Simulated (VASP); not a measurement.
Crystal: MgB2.

```
Mg B
1.0
     3.04331    0.00000    0.00000
    -1.52165    2.63558    0.00000
     0.00000    0.00000    3.47539
Mg B
1 2
Direct
  0.00000 0.00000 0.00000
  0.66667 0.33333 0.50000
  0.33333 0.66667 0.50000
```

Base run:

```yaml
Program: VASP 6.6.1
Functional: PBE
Potentials_or_basis: VASP PAW PBE potentials, release 64 (Mg, B)
Cutoff: 520 eV
k_mesh: 10 × 10 × 8
Occupations: fermi-dirac, width 0.05 eV
Spin: no spin polarisation
```

Its results: band gap on the k mesh zero (band 4 reaches 6.70 eV, above the bottom of band 5 at 4.17 eV); pressure 5.4 GPa.

Task: The run is repeated on the same cell with these changes: functional from PBE to PBEsol. What comes out?

Result: Band gap on the k mesh zero (band 4 reaches 6.64 eV, above the bottom of band 5 at 4.09 eV); pressure 3.4 GPa.

PBEsol binds more tightly than PBE, so the same cell stands under less pressure.

Caveats: the PAW data sets were made with another functional, which shifts forces and pressure a little (some runs).
